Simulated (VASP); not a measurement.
Write the native input for VASP 6.6.1 that does the following.

```yaml
Task: single point
Functional: LDA
Potentials_or_basis: VASP PAW LDA potentials, release 64 (Bi_d)
Cutoff: 520 eV
k_mesh: 20 × 20 × 20
Occupations: gaussian, width 0.05 eV
Spin: no spin polarisation
Dipole_correction: no
Further_INCAR_settings: ALGO = Normal; EDIFF = 1e-06; NBANDS = 14
```

The structure of Bi lies in POSCAR:

```
Bi
1.0
   -1.5955815482      1.5955815482      1.5955815482
    1.5955815482     -1.5955815482      1.5955815482
    1.5955815482      1.5955815482     -1.5955815482
Bi
1
Direct
    0.0000000000      0.0000000000      0.0000000000
```

This isn't the form of Bi at room conditions, which is rhombohedral.

One way to write it, as run:

INCAR

```
SYSTEM = Bi
PREC = Accurate
ENCUT = 520
EDIFF = 1E-6
ISMEAR = 0
SIGMA = 0.05
LREAL = .FALSE.
LASPH = .TRUE.
NELM = 60
ALGO = Normal
ISIF = 2
LWAVE = .FALSE.
LCHARG = .FALSE.
NBANDS = 14
```

KPOINTS

```
regular mesh
0
G
  20 20 20
  0 0 0
```

Potentials or basis: VASP PAW LDA potentials, release 64 (Bi_d).

Run with:

```sh
$ cat potpaw_LDA.64/Bi_d/POTCAR > POTCAR
$ mpirun -np 1 vasp_std > vasp.out
```

It gave:

- Pressure: 152.2 GPa
- Band gap on the k mesh: zero (an odd number of electrons rules out a gap without spin polarisation)

Caveat: the cell stands under pressure; spin-orbit coupling is left out, which moves the levels of the heavy elements.

It took 17 s on 1 thread of Intel(R) Xeon(R) 6975P-C (Granite Rapids) (shared host), peak memory 0.16 GiB.
